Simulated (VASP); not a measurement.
# W12C in VASP: single point with PBE

Aim: the single point of W12C with PBE.

Program: VASP 6.6.1. These are calculated values, not measurements. Logs are shortened: lines on timing, memory, paths and dates and some standing lists are left out, and cuts for length are marked.

## Step 1: The cell of the first run

The cell holds a slab with vacuum, 13 atoms: a = 5.514 Å, b = 5.514 Å, c = 19.856 Å, α = 90.00°, β = 90.00°, γ = 109.47°.

## Step 2: Single point, PBE

The input, INCAR:

```
PREC = Accurate ; ENCUT = 520
EDIFF = 1E-7 ; ISMEAR = 0
SIGMA = 0.1 ; LREAL = F
LASPH = T ; NELM = 80
ALGO = Normal ; ISIF = 2
LWAVE = F ; LCHARG = F
LDIPOL = T ; IDIPOL = 3
DIPOL = 0.5 0.5 0.324 ; GGA = PE
NBANDS = 98
```

The input, KPOINTS:

```
Automatic mesh
0
Gamma
  5 5 1
```

The input, POSCAR:

```
W12C
1.0
    5.5143287196      0.0000000000      0.0000000000
   -1.8381095732      5.1989589751      0.0000000000
    0.0000000000      0.0000000000     19.8562160745
W C
12 1
Direct
    0.2500000000      0.2500000000      0.2014482510
    0.2500000000      0.7500000000      0.2014482510
    0.7500000000      0.2500000000      0.2014482510
    0.7500000000      0.7500000000      0.2014482510
    0.0000000000      0.0000000000      0.3111437104
    0.0000000000      0.5000000000      0.3111437104
    0.5000000000      0.0000000000      0.3111437104
    0.5000000000      0.5000000000      0.3111437104
    0.2500000000      0.2500000000      0.4208362783
    0.2500000000      0.7500000000      0.4208362783
    0.7500000000      0.2500000000      0.4208362783
    0.7500000000      0.7500000000      0.4208362783
    0.5000000000      0.5000000000      0.4802825249
```

Potentials or basis: VASP PAW PBE potentials, release 64 (W_sv, C).

The run is started by

```bash
$ cat potpaw_PBE.64/W_sv/POTCAR potpaw_PBE.64/C/POTCAR > POTCAR
$ mpirun -np 1 vasp_std > vasp.out
```

OUTCAR:

```text
PREC = Accurate
   ENCUT = 520
   EDIFF = 1E-7
   ISMEAR = 0
   LREAL = F
   LASPH = T
   NELM = 80
   ISIF = 2
   GGA = PE

 ion  position               nearest neighbor table
   1  0.250  0.250  0.201-   5 2.70   8 2.70   3 2.76   3 2.76   2 2.76   2 2.76   7 3.13   6 3.13
                             4 3.18   4 3.18
   2  0.250  0.750  0.201-   6 2.70   7 2.70   4 2.76   4 2.76   1 2.76   1 2.76   5 3.13   8 3.13
                             3 3.18   3 3.18
   3  0.750  0.250  0.201-   6 2.70   7 2.70   1 2.76   1 2.76   4 2.76   4 2.76   5 3.13   8 3.13
                             2 3.18   2 3.18
   4  0.750  0.750  0.201-   5 2.70   8 2.70   2 2.76   2 2.76   3 2.76   3 2.76   7 3.13   6 3.13
                             1 3.18   1 3.18
   5  0.000  0.000  0.311-   9 2.70  12 2.70   1 2.70   4 2.70   7 2.76   7 2.76   6 2.76   6 2.76
                            11 3.13  10 3.13   3 3.13   2 3.13   8 3.18   8 3.18
   6  0.000  0.500  0.311-  10 2.70  11 2.70   2 2.70   3 2.70   8 2.76   8 2.76   5 2.76   5 2.76
                             9 3.13  12 3.13   1 3.13   4 3.13   7 3.18   7 3.18
   7  0.500  0.000  0.311-  10 2.70  11 2.70   2 2.70   3 2.70   5 2.76   5 2.76   8 2.76   8 2.76
                             9 3.13  12 3.13   1 3.13   4 3.13   6 3.18   6 3.18
   8  0.500  0.500  0.311-   9 2.70  12 2.70   1 2.70   4 2.70   6 2.76   6 2.76   7 2.76   7 2.76
                            11 3.13  10 3.13   3 3.13   2 3.13   5 3.18   5 3.18
   9  0.250  0.250  0.421-  13 1.98   8 2.70   5 2.70  11 2.76  11 2.76  10 2.76  10 2.76   6 3.13
                             7 3.13  12 3.18  12 3.18
  10  0.250  0.750  0.421-  13 2.54   7 2.70   6 2.70  12 2.76  12 2.76   9 2.76   9 2.76   8 3.13
                             5 3.13  11 3.18  11 3.18
  11  0.750  0.250  0.421-  13 2.54   7 2.70   6 2.70   9 2.76   9 2.76  12 2.76  12 2.76   8 3.13
                             5 3.13  10 3.18  10 3.18
  12  0.750  0.750  0.421-  13 1.98   8 2.70   5 2.70  10 2.76  10 2.76  11 2.76  11 2.76   6 3.13
                             7 3.13   9 3.18   9 3.18
  13  0.500  0.500  0.480-   9 1.98  12 1.98  11 2.54  10 2.54

  LATTYP: Found a base centered orthorhombic cell.
 ALAT       =     6.3673983413
 B/A-ratio  =     1.4142135624
 C/A-ratio  =     3.1184190167

  Lattice vectors:

 A1 = (   5.5143287196,   0.0000000000,   0.0000000000)
 A2 = (  -1.8381095732,   5.1989589751,   0.0000000000)
 A3 = (   0.0000000000,   0.0000000000,  19.8562160745)

Analysis of symmetry for initial positions (statically):
=====================================================================
 Subroutine PRICEL returns:
 Original cell was already a primitive cell.

 Routine SETGRP: Setting up the symmetry group for a
 base centered orthorhombic supercell.

 Subroutine GETGRP returns: Found  4 space group operations
 (whereof  4 operations were pure point group operations)
 out of a pool of  8 trial point group operations.

The static configuration has the point symmetry C_2v.

Analysis of symmetry for dynamics (positions and initial velocities):
=====================================================================
 Subroutine PRICEL returns:
 Original cell was already a primitive cell.

 Routine SETGRP: Setting up the symmetry group for a
 base centered orthorhombic supercell.

 Subroutine GETGRP returns: Found  4 space group operations
 (whereof  4 operations were pure point group operations)
 out of a pool of  8 trial point group operations.

The dynamic configuration has the point symmetry C_2v.

 Subroutine INISYM returns: Found  4 space group operations
 (whereof  4 operations are pure point group operations),
 and found     1 'primitive' translations

----------------------------------------------------------------------------------------

                                     Primitive cell

  volume of cell :     569.2533

  direct lattice vectors                    reciprocal lattice vectors
     5.514328720  0.000000000  0.000000000     0.181345736  0.064115400  0.000000000
    -1.838109573  5.198958975  0.000000000     0.000000000  0.192346199  0.000000000
     0.000000000  0.000000000 19.856216075     0.000000000  0.000000000  0.050362063

  length of vectors
     5.514328720  5.514328720 19.856216075     0.192346199  0.192346199  0.050362063

  position of ions in fractional coordinates (direct lattice)
     0.250000000  0.250000000  0.201448251
     0.250000000  0.750000000  0.201448251
[... 51 lines left out ...]

 Found      9 irreducible k-points:

 Following reciprocal coordinates:
            Coordinates               Weight
  0.000000  0.000000  0.000000      1.000000
  0.200000  0.000000  0.000000      4.000000
  0.400000  0.000000  0.000000      4.000000
  0.200000  0.200000  0.000000      2.000000
  0.400000  0.200000  0.000000      4.000000
 -0.400000  0.200000  0.000000      4.000000
 -0.200000  0.200000  0.000000      2.000000
  0.400000  0.400000  0.000000      2.000000
 -0.400000  0.400000  0.000000      2.000000
   k-points           NKPTS =      9   k-points in BZ     NKDIM =      9   number of bands    NBANDS=     98
   number of dos      NEDOS =    301   number of ions     NIONS =     13
   total plane-waves  NPLWV = 264600
   dimension x,y,z NGX =    42 NGY =   42 NGZ =  150
   dimension x,y,z NGXF=    84 NGYF=   84 NGZF=  300
   ions per type =              12   1
   NGX,Y,Z   is equivalent  to a cutoff of  12.66, 12.66, 12.56 a.u.
   NGXF,Y,Z  is equivalent  to a cutoff of  25.32, 25.32, 25.12 a.u.
 SYSTEM =  unknown system
   PREC   = accura    normal or accurate (medium, high low for compatibility)
   ISTART =      0    job   : 0-new  1-cont  2-samecut
   ICHARG =      2    charge: 1-file 2-atom 10-const
   ISPIN  =      1    spin polarized calculation?
   LNONCOLLINEAR =      F non collinear calculations
   LSORBIT =      F    spin-orbit coupling
   LASPH  =      T    aspherical Exc in radial PAW
   ENCUT  =  520.0 eV  38.22 Ry    6.18 a.u.  10.25 10.25 36.92*2*pi/ulx,y,z
   NELM   =     80;   NELMIN=  2; NELMDL= -5     # of ELM steps
   EDIFF  = 0.1E-06   stopping-criterion for ELM
   LREAL  =      F    real-space projection
   EDIFFG = 0.1E-05   stopping-criterion for IOM
   NSW    =      0    number of steps for IOM
   IBRION =     -1    ionic relax: 0-MD 1-quasi-New 2-CG
   NFREE  =      0    steps in history (QN), initial steepest desc. (CG)
   ISIF   =      2    stress and relaxation
   ISYM   =      2    0-nonsym 1-usesym 2-fastsym
   POTIM  = 0.5000    time-step for ionic-motion
   TEBEG  =    0.0;   TEEND  =   0.0 temperature during run
   PSTRESS=    0.0 pullay stress
   NELECT =     172.0000    total number of electrons
   NUPDOWN=      -1.0000    fix difference up-down
   EMIN   =  10.00;   EMAX   =-10.00  energy-range for DOS
   EFERMI =   0.00;   METHOD = LEGACY
   ISMEAR =     0;   SIGMA  =   0.10  broadening in eV -4-tet -1-fermi 0-gaus
   EFERMI_NEDOS =   21; number of points for ismear=-14 and -15
   IALGO  =     38    algorithm
   IMIX   =      4    mixing-type and parameters
     AMIX     =   0.40;   BMIX     =  1.00
     AMIX_MAG =   1.60;   BMIX_MAG =  1.00
  volume/ion in A,a.u.               =      43.79       295.50
  Fermi-wavevector in a.u.,A,eV,Ry     =   1.098540  2.075939 16.419371  1.206790
  Thomas-Fermi vector in A             =   2.234919
   LORBIT       =      0    0 simple, 1 ext, 2 COOP (PROOUT), +10 PAW based schemes
   GGA     = PE    functional components
   LHFCALC =     F    Hartree Fock is set to
   AEXX    =    0.0000 exact exchange contribution
   IVDW    =     0    specifies the selected vdW correction
   LEPSILON=     F    determine dielectric tensor
   LRPA    =     F    only Hartree local field effects (RPA)
 non-spin polarized calculation
 Gauss-broadening in eV      SIGMA  =   0.10
  energy-cutoff  :      520.00
  volume of cell :      569.25
 maximum number of plane-waves:     15340
 NGX is ok and might be reduce to    42
   NGX = 21   NGY = 21   NGZ = 73

 dipolmoment           0.000000      0.000000     -0.040280 electrons x Angstroem

 number of electron     172.0000030 magnetization

 dipolmoment           0.000000      0.000000      0.087675 electrons x Angstroem

 Free energy of the ion-electron system (eV)
  ---------------------------------------------------
  ext. energy  EPLUGINS =         0.00000000
  ---------------------------------------------------
  free energy    TOTEN  =      -152.71719384 eV

  energy without entropy =     -152.66212844  energy(sigma->0) =     -152.68966114

 E-fermi :   0.5870     XC(G=0):  -5.7219

 val. band max:        0.5807247340   @ k =  -0.2000   0.2000   0.0000
 cond. band min:       0.6086569297   @ k =  -0.4000   0.2000   0.0000
 fundamental gap:      0.0279321958
 Fermi energy:         0.5870410676

 k-point     1 :       0.0000    0.0000    0.0000
  band No.  band energies     occupation
      1     -73.5519      2.00000
      2     -73.4735      2.00000
      3     -73.4579      2.00000
      4     -73.4558      2.00000
      5     -73.4548      2.00000
      6     -73.4174      2.00000
[... 898 lines left out ...]
     97       1.8421      0.00000
     98       1.9490      0.00000

------------------------ aborting loop because EDIFF is reached ----------------------------------------

 vacuum level on the upper side and lower side of the slab       (xc-potential included)         0.224        -0.331

  FORCE on cell =-STRESS in cart. coord.  units (eV):
  Direction    XX          YY          ZZ          XY          YZ          ZX
  --------------------------------------------------------------------------------------
  -------------------------------------------------------------------------------------
  Total      -10.1232678    -11.6101165      5.0694452     -2.1027216      0.0000000      0.0000000
  in kB      -28.4921863    -32.6769585     14.2680783     -5.9181616      0.0000000      0.0000000
  external PRESSURE =     -15.6336888 kB  Pullay stress =       0.0000000 kB

 VOLUME and BASIS-vectors are now :
 -----------------------------------------------------------------------------
  energy-cutoff  :      520.00
  volume of cell :      569.25
      direct lattice vectors                 reciprocal lattice vectors
     5.514328720  0.000000000  0.000000000     0.181345736  0.064115400  0.000000000
    -1.838109573  5.198958975  0.000000000     0.000000000  0.192346199  0.000000000
     0.000000000  0.000000000 19.856216075     0.000000000  0.000000000  0.050362063

 POSITION                                       TOTAL-FORCE (eV/Angst)
 -----------------------------------------------------------------------------------
      0.91905      1.29974      4.00000        -0.146148     -0.206684      0.149946
      0.00000      3.89922      4.00000         0.068678     -0.048563     -0.261453
      3.67622      1.29974      4.00000        -0.068678      0.048563     -0.261453
      2.75716      3.89922      4.00000         0.146148      0.206684      0.149946
      0.00000      0.00000      6.17814         0.000000      0.000000     -1.260011
     -0.91905      2.59948      6.17814        -0.000000      0.000000      0.126260
      2.75716      0.00000      6.17814         0.000000      0.000000      0.126260
      1.83811      2.59948      6.17814        -0.000000      0.000000     -0.915310
      0.91905      1.29974      8.35622        -0.299063     -0.422939      0.442553
      0.00000      3.89922      8.35622         0.327938     -0.231887      0.604574
      3.67622      1.29974      8.35622        -0.327938      0.231887      0.604574
      2.75716      3.89922      8.35622         0.299063      0.422939      0.442553
      1.83811      2.59948      9.53659         0.000000      0.000000      0.051561
 -----------------------------------------------------------------------------------
    total drift:                               -0.000000     -0.000000      0.000881

  FREE ENERGIE OF THE ION-ELECTRON SYSTEM (eV)
  ---------------------------------------------------
  free  energy   TOTEN  =      -152.7171938367 eV

  energy  without entropy=     -152.6621284408  energy(sigma->0) =     -152.68966114

 vacuum level on the upper side and lower side of the slab         5.979         5.401
```

Run time: 22 min. Hardware: 1 thread of Intel Xeon Platinum 8488C (Sapphire Rapids), shared host; peak memory 0.75 GiB.

What came out:

```yaml
Free_energy: -152.7172 eV
Largest_force: 1.260 eV/Å
Band_gap_on_the_k_mesh: zero (band 86 reaches 1.31 eV, above the bottom of band 87 at 0.14 eV)
```

Forces on the atoms (eV/Å):
```
W   -0.146 -0.207  0.150
W    0.069 -0.049 -0.261
W   -0.069  0.049 -0.261
W    0.146  0.207  0.150
W    0.000  0.000 -1.260
W    0.000  0.000  0.126
W    0.000  0.000  0.126
W    0.000  0.000 -0.915
W   -0.299 -0.423  0.443
W    0.328 -0.232  0.605
W   -0.328  0.232  0.605
W    0.299  0.423  0.443
C    0.000  0.000  0.052
```

Caveat: spin-orbit coupling is left out, which moves the levels of the heavy elements.
